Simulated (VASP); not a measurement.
# Tl in VASP: a series of runs, part 2 of 2

VASP 6.6.1. Earlier steps stand in the parts before.

**5. Electric field gradients, PBE (z stretched by -1.5 % at fixed volume)**

Input file INCAR:

```
  ALGO = Normal
  EDIFF = 1E-8
  ENCUT = 520
  GGA = PE
  ISIF = 2
  ISMEAR = -1
  LASPH = True
  LCHARG = False
  LEFG = True
  LREAL = False
  LWAVE = False
  NBANDS = 12
  NELM = 100
  PREC = Accurate
  SIGMA = 0.05
```

Input file KPOINTS:

```
k-points
0
Gamma
  16 16 16
```

Input file POSCAR:

```
Tl
1.0
    0.0000000000      2.1814224856      2.1325250000
    2.1814224856      0.0000000000      2.1325250000
    2.1814224856      2.1814224856      0.0000000000
Tl
1
Direct
    0.0000000000      0.0000000000      0.0000000000
```

Potentials or basis: VASP PAW PBE potentials, release 64 (Tl_d).

The run is started by

```
$ cat potpaw_PBE.64/Tl_d/POTCAR > POTCAR
$ mpirun -np 1 vasp_std > vasp.out
```

OUTCAR:

```text
EDIFF = 1E-8
   ENCUT = 520
   GGA = PE
   ISIF = 2
   ISMEAR = -1
   LASPH = True
   LREAL = False
   NELM = 100
   PREC = Accurate

 ion  position               nearest neighbor table
   1  0.000  0.000  0.000-

  LATTYP: Found a body centered tetragonal cell.
 ALAT       =     3.0849972644
 C/A-ratio  =     1.3825133815

  Lattice vectors:

 A1 = (   0.0000000000,  -2.1814224856,  -2.1325250000)
 A2 = (   0.0000000000,   2.1814224856,  -2.1325250000)
 A3 = (   2.1814224856,   0.0000000000,   2.1325250000)

Analysis of symmetry for initial positions (statically):
=====================================================================
 Subroutine PRICEL returns:
 Original cell was already a primitive cell.

 Routine SETGRP: Setting up the symmetry group for a
 body centered tetragonal supercell.

 Subroutine GETGRP returns: Found 16 space group operations
 (whereof 16 operations were pure point group operations)
 out of a pool of 16 trial point group operations.

The static configuration has the point symmetry D_4h.

Analysis of symmetry for dynamics (positions and initial velocities):
=====================================================================
 Subroutine PRICEL returns:
 Original cell was already a primitive cell.

 Routine SETGRP: Setting up the symmetry group for a
 body centered tetragonal supercell.

 Subroutine GETGRP returns: Found 16 space group operations
 (whereof 16 operations were pure point group operations)
 out of a pool of 16 trial point group operations.

The dynamic configuration has the point symmetry D_4h.
[... 152 lines left out ...]
  band No.  band energies     occupation
      1      -1.9601      2.00000
      2      -1.4782      2.00000
      3      -1.4782      2.00000
      4      -1.3792      2.00000
      5      -0.8579      2.00000
      6      -0.7581      2.00000
      7      22.0641      0.00000
      8      24.0082      0.00000
      9      24.0082      0.00000
     10      24.0438      0.00000
     11      29.0347      0.00000
     12      29.8830      0.00000
[... 331 lines left out ...]
 k-point    24 :      -0.0625    0.0625    0.0000
  band No.  band energies     occupation
      1      -1.6966      2.00000
      2      -1.5087      2.00000
      3      -1.4244      2.00000
      4      -1.2844      2.00000
      5      -0.8951      2.00000
      6      -0.7419      2.00000
      7      21.7855      0.00000
      8      21.9836      0.00000
      9      23.4448      0.00000
     10      24.4797      0.00000
     11      27.7603      0.00000
     12      29.5547      0.00000

 [... further k-points ...]
[... 5 lines left out ...]
  --------------------------------------------------------------------------------------
  -------------------------------------------------------------------------------------
  Total        4.6980406      4.6980406      4.8067573      0.0000000     -0.0000000      0.0000000
  in kB      370.8716606    370.8716606    379.4539540      0.0000000     -0.0000000      0.0000000
  external PRESSURE =     373.7324251 kB  Pullay stress =       0.0000000 kB

 VOLUME and BASIS-vectors are now :
 -----------------------------------------------------------------------------
  energy-cutoff  :      520.00
  volume of cell :       20.30
      direct lattice vectors                 reciprocal lattice vectors
     0.000000000  2.181422486  2.132525000    -0.229208236  0.229208236  0.234463840
     2.181422486  0.000000000  2.132525000     0.229208236 -0.229208236  0.234463840
     2.181422486  2.181422486  0.000000000     0.229208236  0.229208236 -0.234463840

 POSITION                                       TOTAL-FORCE (eV/Angst)
 -----------------------------------------------------------------------------------
      0.00000      0.00000      0.00000         0.000000     -0.000000     -0.000000
 -----------------------------------------------------------------------------------
    total drift:                               -0.000000      0.000000     -0.000000

  FREE ENERGIE OF THE ION-ELECTRON SYSTEM (eV)
  ---------------------------------------------------
  free  energy   TOTEN  =        -1.4093437849 eV

  energy  without entropy=       -1.4064095215  energy(sigma->0) =       -1.40787665

 Electric field gradients (V/A^2)
---------------------------------------------------------------------
 ion       V_xx      V_yy      V_zz      V_xy      V_xz      V_yz
---------------------------------------------------------------------
   1      11.247    11.247   -22.494    -0.000    -0.000    -0.000
---------------------------------------------------------------------

 Electric field gradients after diagonalization (V/A^2)
 (convention: |V_zz| > |V_xx| > |V_yy|)
----------------------------------------------------------------------
 ion       V_xx      V_yy      V_zz     asymmetry (V_yy - V_xx)/ V_zz
----------------------------------------------------------------------
   1      11.247    11.247   -22.494       0.000
----------------------------------------------------------------------

           NMR quadrupolar parameters

 Cq : quadrupolar parameter    Cq=e*Q*V_zz/h
 eta: asymmetry parameters     (V_yy - V_xx)/ V_zz
 Q  : nuclear electric quadrupole moment in mb (millibarn)
----------------------------------------------------------------------
 ion       Cq(MHz)       eta       Q (mb)
----------------------------------------------------------------------
   1      -0.054       0.000       1.000
----------------------------------------------------------------------
```

stdout:

```text
POSCAR found type information on POSCAR Tl
 POSCAR found :  1 types and       1 ions
 scaLAPACK will be used
 LDA part: xc-table for (Slater+PW92), standard interpolation
 POSCAR, INCAR and KPOINTS ok, starting setup
 FFT: planning ... GRIDC
 FFT: planning ... GRID_SOFT
 FFT: planning ... GRID
 WAVECAR not read
 entering main loop
ion   1
```

Wall time 91 s (1 thread of Intel Xeon 8259CL, shared host); peak memory 0.2 GiB.

Results:

```yaml
Free_energy: -1.4093 eV
Pressure: 37.4 GPa
```

Stress tensor (GPa, compression positive):
```
37.09  0.00  0.00
 0.00 37.09  0.00
 0.00  0.00 37.95
```

Electric field gradients, principal values (V/Å²):
```tsv
atom	least	middle	greatest (by size)
1 Tl	11.247	11.247	-22.494
```

Caveat: without QUAD_EFG the Cq values of the log hold for a quadrupole moment of 1 mb, not for the nuclei; spin-orbit coupling is left out, which moves the levels of the heavy elements.

**6. Electric field gradients, PBE (z stretched by +4 % at fixed volume)**

Input file INCAR:

```
SYSTEM = Tl
PREC = Accurate
ENCUT = 520
EDIFF = 1E-8
ISMEAR = -1
SIGMA = 0.05
LREAL = .FALSE.
LASPH = .TRUE.
NELM = 60
ALGO = Normal
ISIF = 2
LWAVE = .FALSE.
LCHARG = .FALSE.
GGA = PE
LEFG = .TRUE.
NBANDS = 12
```

Input file KPOINTS:

```
Automatic mesh
0
G
  16 16 16
  0 0 0
```

Input file POSCAR:

```
Tl
1.0
    0.0000000000      2.1229571629      2.2516000000
    2.1229571629      0.0000000000      2.2516000000
    2.1229571629      2.1229571629      0.0000000000
Tl
1
Direct
    0.0000000000      0.0000000000      0.0000000000
```

Potentials or basis: VASP PAW PBE potentials, release 64 (Tl_d).

The run is started by

```
$ cat potpaw_PBE.64/Tl_d/POTCAR > POTCAR
$ mpirun -np 1 vasp_std > vasp.out
```

OUTCAR:

```text
SYSTEM = Tl
   PREC = Accurate
   ENCUT = 520
   EDIFF = 1E-8
   ISMEAR = -1
   LREAL = .FALSE.
   LASPH = .TRUE.
   NELM = 60
   ISIF = 2
   GGA = PE

 ion  position               nearest neighbor table
   1  0.000  0.000  0.000-

  LATTYP: Found a body centered tetragonal cell.
 ALAT       =     3.0023148121
 C/A-ratio  =     1.4999093306

  Lattice vectors:

 A1 = (  -2.1229571629,   0.0000000000,   2.2516000000)
 A2 = (   2.1229571629,   0.0000000000,   2.2516000000)
 A3 = (   0.0000000000,   2.1229571629,  -2.2516000000)

Analysis of symmetry for initial positions (statically):
[... 563 lines left out ...]

  FREE ENERGIE OF THE ION-ELECTRON SYSTEM (eV)
  ---------------------------------------------------
  free  energy   TOTEN  =        -1.4070891822 eV

  energy  without entropy=       -1.4042127981  energy(sigma->0) =       -1.40565099

 Electric field gradients (V/A^2)
---------------------------------------------------------------------
 ion       V_xx      V_yy      V_zz      V_xy      V_xz      V_yz
---------------------------------------------------------------------
   1     -29.153   -29.153    58.307    -0.000    -0.000    -0.000
---------------------------------------------------------------------

 Electric field gradients after diagonalization (V/A^2)
 (convention: |V_zz| > |V_xx| > |V_yy|)
----------------------------------------------------------------------
 ion       V_xx      V_yy      V_zz     asymmetry (V_yy - V_xx)/ V_zz
----------------------------------------------------------------------
   1     -29.153   -29.153    58.307       0.000
----------------------------------------------------------------------

           NMR quadrupolar parameters

 Cq : quadrupolar parameter    Cq=e*Q*V_zz/h
 eta: asymmetry parameters     (V_yy - V_xx)/ V_zz
 Q  : nuclear electric quadrupole moment in mb (millibarn)
----------------------------------------------------------------------
 ion       Cq(MHz)       eta       Q (mb)
----------------------------------------------------------------------
   1       0.141       0.000       1.000
----------------------------------------------------------------------
```

OSZICAR:

```text
N       E                     dE             d eps       ncg     rms          rms(c)
DAV:   1     0.536650959343E+02    0.53665E+02   -0.70078E+03  8920   0.995E+02
DAV:   2    -0.810516671022E+00   -0.54476E+02   -0.53292E+02  9544   0.227E+02
DAV:   3    -0.147012494106E+01   -0.65961E+00   -0.65901E+00 10196   0.223E+01
DAV:   4    -0.147256781252E+01   -0.24429E-02   -0.24427E-02  9668   0.157E+00
DAV:   5    -0.147258987409E+01   -0.22062E-04   -0.22063E-04 10340   0.141E-01    0.700E+00
DAV:   6    -0.142093861727E+01    0.51651E-01   -0.65086E-02  9120   0.284E+00    0.448E+00
DAV:   7    -0.140806996750E+01    0.12869E-01   -0.33869E-02  9440   0.205E+00    0.925E-01
DAV:   8    -0.140708399312E+01    0.98597E-03   -0.34107E-03  9448   0.611E-01    0.561E-02
DAV:   9    -0.140708730831E+01   -0.33152E-05   -0.25895E-05 10140   0.549E-02    0.184E-02
DAV:  10    -0.140708912264E+01   -0.18143E-05   -0.14426E-06 10120   0.135E-02    0.138E-03
DAV:  11    -0.140708919302E+01   -0.70373E-07   -0.17806E-07  9772   0.385E-03    0.635E-04
DAV:  12    -0.140708917675E+01    0.16271E-07   -0.14276E-08  6448   0.139E-03    0.116E-04
DAV:  13    -0.140708918225E+01   -0.55024E-08   -0.45720E-10  5212   0.226E-04
   1 F= -.14070892E+01 E0= -.14056510E+01  d E =-.287638E-02
```

Wall time 88 s (1 thread of Intel Xeon 8259CL, shared host); peak memory 0.2 GiB.

Results:

```yaml
Free_energy: -1.4071 eV
Pressure: 37.3 GPa
```

Stress tensor (GPa, compression positive):
```
37.81  0.00  0.00
 0.00 37.81  0.00
 0.00  0.00 36.29
```

Electric field gradients, principal values (V/Å²):
```tsv
atom	least	middle	greatest (by size)
1 Tl	-29.153	-29.153	58.307
```

Caveat: without QUAD_EFG the Cq values of the log hold for a quadrupole moment of 1 mb, not for the nuclei; spin-orbit coupling is left out, which moves the levels of the heavy elements.

**7. The runs side by side**

| task | cell | k mesh for the DOS | occupations for the DOS | gap on the mesh (eV) | pressure (GPa) |
| --- | --- | --- | --- | --- | --- |
| electric field gradients | a = 3.082 Å, angles 60.0°, 1 atom | - | - | none | 33.7 |
| electric field gradients | a = 3.102 Å, angles 60.0°, 1 atom | - | - | none | 30.4 |
| density of states | a = 3.062 Å, angles 60.0°, 1 atom | 24 × 24 × 24 | tetrahedron | - | - |
| electric field gradients | a = 3.051, b = 3.051, c = 3.085 Å, angles 59.6, 59.6, 60.7°, 1 atom | - | - | none | 37.4 |
| electric field gradients | a = 3.095, b = 3.095, c = 3.002 Å, angles 61.0, 61.0, 58.0°, 1 atom | - | - | none | 37.3 |

Alike in all rows: level PBE; potentials or basis VASP PAW PBE potentials, release 64 (Tl_d); no spin polarisation; k mesh 16 × 16 × 16; cutoff (eV) 520; smearing fermi-dirac 0.05 eV.

Caveats: spin-orbit coupling is left out, which moves the levels of the heavy elements.

Absolute energies hang on the potentials; compare differences alone.
